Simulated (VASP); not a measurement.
# CaSe in VASP: settings compared

The runs below take CaSe through single point, with PBE, r2SCAN.

All numbers are computed with VASP 6.6.1; they aren't measurements. Logs are shortened: lines on timing, memory, paths and dates and some standing lists are left out, and cuts for length are marked.

## 1. The cell of the first run

The typed cell holds 4 atoms: a = 5.029 Å, b = 5.029 Å, c = 5.895 Å, α = 90.00°, β = 90.00°, γ = 120.00°.

## 2. Single point, PBE

File INCAR:

```
SYSTEM = CaSe
ALGO = Normal ; EDIFF = 1E-6
ENCUT = 520 ; GGA = PE
ISIF = 2 ; ISMEAR = 0
LASPH = .True. ; LCHARG = .False.
LREAL = .False. ; LWAVE = .False.
NBANDS = 24 ; NELM = 100
PREC = Accurate ; SIGMA = 0.01
```

File KPOINTS:

```
k-points
0
Gamma
  6 6 4
  0 0 0
```

File POSCAR:

```
CaSe
1.0
    5.0286275968      0.0000000000      0.0000000000
   -2.5143137984      4.3549192450      0.0000000000
    0.0000000000      0.0000000000      5.8954900808
Ca Se
2 2
Direct
    0.3333333333      0.6666666667     -0.0624867206
    0.6666666667      0.3333333333      0.4375132794
    0.3333333333      0.6666666667      0.4374867206
    0.6666666667      0.3333333333      0.9374867206
```

Potentials or basis: VASP PAW PBE potentials, release 64 (Ca_sv, Se).

Launch:

```console
$ cat potpaw_PBE.64/Ca_sv/POTCAR potpaw_PBE.64/Se/POTCAR > POTCAR
$ mpirun -np 1 vasp_std > vasp.out
```

OUTCAR:

```text
SYSTEM = CaSe
   EDIFF = 1E-6
   ENCUT = 520
   GGA = PE
   ISIF = 2
   ISMEAR = 0
   LASPH = .True.
   LREAL = .False.
   NELM = 100
   PREC = Accurate

 ion  position               nearest neighbor table
   1  0.333  0.667  0.938-   4 2.90   4 2.90   4 2.90   3 2.95   3 2.95
   2  0.667  0.333  0.438-   3 2.90   3 2.90   3 2.90   4 2.95   4 2.95
   3  0.333  0.667  0.437-   2 2.90   2 2.90   2 2.90   1 2.95   1 2.95
   4  0.667  0.333  0.937-   1 2.90   1 2.90   1 2.90   2 2.95   2 2.95

  LATTYP: Found a hexagonal cell.
 ALAT       =     5.0286275968
 C/A-ratio  =     1.1723855003

  Lattice vectors:

 A1 = (   5.0286275968,   0.0000000000,   0.0000000000)
 A2 = (  -2.5143137984,   4.3549192450,   0.0000000000)
 A3 = (   0.0000000000,   0.0000000000,   5.8954900808)

Analysis of symmetry for initial positions (statically):
=====================================================================
 Subroutine PRICEL returns:
 Original cell was already a primitive cell.

 Routine SETGRP: Setting up the symmetry group for a
 hexagonal supercell.

 Subroutine GETGRP returns: Found 12 space group operations
 (whereof  6 operations were pure point group operations)
 out of a pool of 24 trial point group operations.

The static configuration has the point symmetry C_3v.
 The point group associated with its full space group is C_6v.

Analysis of symmetry for dynamics (positions and initial velocities):
=====================================================================
 Subroutine PRICEL returns:
 Original cell was already a primitive cell.

 Routine SETGRP: Setting up the symmetry group for a
 hexagonal supercell.

 Subroutine GETGRP returns: Found 12 space group operations
 (whereof  6 operations were pure point group operations)
 out of a pool of 24 trial point group operations.

The dynamic configuration has the point symmetry C_3v.
 The point group associated with its full space group is C_6v.

 Subroutine INISYM returns: Found 12 space group operations
 (whereof  6 operations are pure point group operations),
 and found     1 'primitive' translations

----------------------------------------------------------------------------------------

                                     Primitive cell

  volume of cell :     129.1069

  direct lattice vectors                    reciprocal lattice vectors
     5.028627597  0.000000000  0.000000000     0.198861415  0.114812692  0.000000000
    -2.514313798  4.354919245  0.000000000     0.000000000  0.229625383  0.000000000
     0.000000000  0.000000000  5.895490081     0.000000000  0.000000000  0.169621183

  length of vectors
     5.028627597  5.028627597  5.895490081     0.229625383  0.229625383  0.169621183

  position of ions in fractional coordinates (direct lattice)
     0.333333333  0.666666667  0.937513279
     0.666666667  0.333333333  0.437513279
     0.333333333  0.666666667  0.437486721
     0.666666667  0.333333333  0.937486721

  ion indices of the primitive-cell ions
   primitive index   ion index
                 1           1
                 2           2
                 3           3
                 4           4

----------------------------------------------------------------------------------------

 KPOINTS: k-points

Automatic generation of k-mesh.
 Grid dimensions read from file:
 generate k-points for:    6    6    4

 Generating k-lattice:

  Cartesian coordinates                     Fractional coordinates (reciprocal lattice)
     0.033143569  0.019135449  0.000000000     0.166666667  0.000000000  0.000000000
     0.000000000  0.038270897  0.000000000     0.000000000  0.166666667  0.000000000
     0.000000000  0.000000000  0.042405296     0.000000000  0.000000000  0.250000000

  Length of vectors
     0.038270897  0.038270897  0.042405296

  Shift w.r.t. Gamma in fractional coordinates (k-lattice)
     0.000000000  0.000000000  0.000000000

 Subroutine IBZKPT returns following result:
 ===========================================

 Found     21 irreducible k-points:

 Following reciprocal coordinates:
            Coordinates               Weight
  0.000000  0.000000  0.000000      1.000000
  0.166667 -0.000000  0.000000      6.000000
  0.333333 -0.000000  0.000000      6.000000
  0.500000 -0.000000  0.000000      3.000000
  0.166667  0.166667  0.000000      6.000000
  0.333333  0.166667  0.000000     12.000000
[... 13 lines left out ...]
  0.333333  0.166667  0.500000     12.000000
  0.333333  0.333333  0.500000      2.000000
   k-points           NKPTS =     21   k-points in BZ     NKDIM =     21   number of bands    NBANDS=     24
   number of dos      NEDOS =    301   number of ions     NIONS =      4
   total plane-waves  NPLWV =  76800
   dimension x,y,z NGX =    40 NGY =   40 NGZ =   48
   dimension x,y,z NGXF=    80 NGYF=   80 NGZF=   96
   ions per type =               2   2
   NGX,Y,Z   is equivalent  to a cutoff of  13.22, 13.22, 13.54 a.u.
   NGXF,Y,Z  is equivalent  to a cutoff of  26.45, 26.45, 27.07 a.u.
 SYSTEM =  CaSe
   PREC   = accura    normal or accurate (medium, high low for compatibility)
   ISTART =      0    job   : 0-new  1-cont  2-samecut
   ICHARG =      2    charge: 1-file 2-atom 10-const
   ISPIN  =      1    spin polarized calculation?
   LNONCOLLINEAR =      F non collinear calculations
   LSORBIT =      F    spin-orbit coupling
   LASPH  =      T    aspherical Exc in radial PAW
   ENCUT  =  520.0 eV  38.22 Ry    6.18 a.u.   9.35  9.35 10.96*2*pi/ulx,y,z
   NELM   =    100;   NELMIN=  2; NELMDL= -5     # of ELM steps
   EDIFF  = 0.1E-05   stopping-criterion for ELM
   LREAL  =      F    real-space projection
   EDIFFG = 0.1E-04   stopping-criterion for IOM
   NSW    =      0    number of steps for IOM
   IBRION =     -1    ionic relax: 0-MD 1-quasi-New 2-CG
   NFREE  =      0    steps in history (QN), initial steepest desc. (CG)
   ISIF   =      2    stress and relaxation
   ISYM   =      2    0-nonsym 1-usesym 2-fastsym
   POTIM  = 0.5000    time-step for ionic-motion
   TEBEG  =    0.0;   TEEND  =   0.0 temperature during run
   PSTRESS=    0.0 pullay stress
   NELECT =      32.0000    total number of electrons
   NUPDOWN=      -1.0000    fix difference up-down
   EMIN   =  10.00;   EMAX   =-10.00  energy-range for DOS
   EFERMI =   0.00;   METHOD = LEGACY
   ISMEAR =     0;   SIGMA  =   0.01  broadening in eV -4-tet -1-fermi 0-gaus
   EFERMI_NEDOS =   21; number of points for ismear=-14 and -15
   IALGO  =     38    algorithm
   IMIX   =      4    mixing-type and parameters
     AMIX     =   0.40;   BMIX     =  1.00
     AMIX_MAG =   1.60;   BMIX_MAG =  1.00
  volume/ion in A,a.u.               =      32.28       217.81
  Fermi-wavevector in a.u.,A,eV,Ry     =   1.028352  1.943303 14.388258  1.057507
  Thomas-Fermi vector in A             =   2.162344
   LORBIT       =      0    0 simple, 1 ext, 2 COOP (PROOUT), +10 PAW based schemes
   GGA     = PE    functional components
   LHFCALC =     F    Hartree Fock is set to
   AEXX    =    0.0000 exact exchange contribution
   IVDW    =     0    specifies the selected vdW correction
   LEPSILON=     F    determine dielectric tensor
   LRPA    =     F    only Hartree local field effects (RPA)
 non-spin polarized calculation
 Gauss-broadening in eV      SIGMA  =   0.01
  energy-cutoff  :      520.00
  volume of cell :      129.11
 maximum number of plane-waves:      3496
 NGX is ok and might be reduce to    40
   NGX = 19   NGY = 19   NGZ = 21

 number of electron      32.0000001 magnetization

 Free energy of the ion-electron system (eV)
  ---------------------------------------------------
  ext. energy  EPLUGINS =         0.00000000
  ---------------------------------------------------
  free energy    TOTEN  =       -18.50385415 eV

  energy without entropy =      -18.50385415  energy(sigma->0) =      -18.50385415

 E-fermi :   1.1658     XC(G=0):  -7.9767

 val. band max:        1.1111193024   @ k =   0.0000   0.0000   0.0000
 cond. band min:       3.5792323432   @ k =   0.3333   0.3333   0.0000
 fundamental gap:      2.4681130408
 Fermi energy:         1.1657708032

 k-point     1 :       0.0000    0.0000    0.0000
  band No.  band energies     occupation
      1     -38.8200      2.00000
      2     -38.8122      2.00000
      3     -19.8662      2.00000
      4     -19.8662      2.00000
      5     -19.8580      2.00000
      6     -19.8388      2.00000
[... 16 lines left out ...]
     23       6.3711      0.00000
     24       6.9594      0.00000

 k-point     2 :       0.1667   -0.0000    0.0000
  band No.  band energies     occupation
      1     -38.8194      2.00000
      2     -38.8125      2.00000
      3     -19.8701      2.00000
      4     -19.8682      2.00000
      5     -19.8537      2.00000
      6     -19.8449      2.00000
[... 16 lines left out ...]
     23       6.4492      0.00000
     24       6.5355      0.00000

 k-point     3 :       0.3333   -0.0000    0.0000
  band No.  band energies     occupation
      1     -38.8180      2.00000
      2     -38.8135      2.00000
      3     -19.8776      2.00000
      4     -19.8719      2.00000
      5     -19.8573      2.00000
      6     -19.8426      2.00000
[... 16 lines left out ...]
     23       6.1794      0.00000
     24       6.5650      0.00000
[... 433 lines left out ...]
 k-point    20 :       0.3333    0.1667    0.5000
  band No.  band energies     occupation
      1     -38.8156      2.00000
      2     -38.8156      2.00000
      3     -19.8941      2.00000
      4     -19.8941      2.00000
      5     -19.8574      2.00000
      6     -19.8574      2.00000
[... 16 lines left out ...]
     23       6.5349      0.00000
     24       6.5349      0.00000

 k-point    21 :       0.3333    0.3333    0.5000
  band No.  band energies     occupation
      1     -38.8156      2.00000
      2     -38.8156      2.00000
      3     -19.8967      2.00000
      4     -19.8967      2.00000
      5     -19.8595      2.00000
      6     -19.8595      2.00000
[... 16 lines left out ...]
     23       6.6354      0.00000
     24       6.6354      0.00000

------------------------ aborting loop because EDIFF is reached ----------------------------------------

  FORCE on cell =-STRESS in cart. coord.  units (eV):
  Direction    XX          YY          ZZ          XY          YZ          ZX
  --------------------------------------------------------------------------------------
  -------------------------------------------------------------------------------------
  Total        0.1043304      0.1043304      0.1159946      0.0000000      0.0000000     -0.0000000
  in kB        1.2947078      1.2947078      1.4394574      0.0000000      0.0000000     -0.0000000
  external PRESSURE =       1.3429577 kB  Pullay stress =       0.0000000 kB

 VOLUME and BASIS-vectors are now :
 -----------------------------------------------------------------------------
  energy-cutoff  :      520.00
  volume of cell :      129.11
      direct lattice vectors                 reciprocal lattice vectors
     5.028627597  0.000000000  0.000000000     0.198861415  0.114812692  0.000000000
    -2.514313798  4.354919245  0.000000000     0.000000000  0.229625383  0.000000000
     0.000000000  0.000000000  5.895490081     0.000000000  0.000000000  0.169621183

 POSITION                                       TOTAL-FORCE (eV/Angst)
 -----------------------------------------------------------------------------------
     -0.00000      2.90328      5.52710        -0.000000      0.000000     -0.000482
      2.51431      1.45164      2.57936         0.000000     -0.000000     -0.000482
     -0.00000      2.90328      2.57920         0.000000     -0.000000      0.000482
      2.51431      1.45164      5.52694         0.000000     -0.000000      0.000482
 -----------------------------------------------------------------------------------
    total drift:                               -0.000000      0.000000      0.000003

  FREE ENERGIE OF THE ION-ELECTRON SYSTEM (eV)
  ---------------------------------------------------
  free  energy   TOTEN  =       -18.5038541467 eV

  energy  without entropy=      -18.5038541467  energy(sigma->0) =      -18.50385415
```

Run time: 40 s. Hardware: 1 thread of AMD EPYC 9R45 (Zen 5), shared host; peak memory 0.25 GiB.

Results:

```
Free energy            : -18.5039 eV
Pressure               : 0.1 GPa
Band gap on the k mesh : 2.47 eV, indirect (least direct gap 2.55 eV)
```

Levels at points of the mesh, in eV from the valence-band top:
| k point | band 13 | band 14 | band 15 | band 16 | band 17 | band 18 | band 19 | band 20 |
| --- | --- | --- | --- | --- | --- | --- | --- | --- |
| (0.00, 0.00, 0.00) | -1.54 | -1.04 | -1.04 | 0.00 | 2.55 | 3.55 | 3.55 | 4.34 |
| (0.50, 0.00, 0.00) | -1.55 | -1.43 | -0.99 | -0.50 | 3.05 | 3.28 | 3.71 | 4.51 |
| (0.00, 0.00, 0.50) | -1.37 | -1.37 | -1.37 | -1.37 | 3.74 | 3.74 | 4.94 | 4.94 |
| (0.50, 0.00, 0.50) | -1.21 | -1.21 | -1.04 | -1.04 | 3.60 | 3.60 | 4.64 | 4.64 |

A k mesh can miss the band edges.

(Part 1 of 2 ends here.)
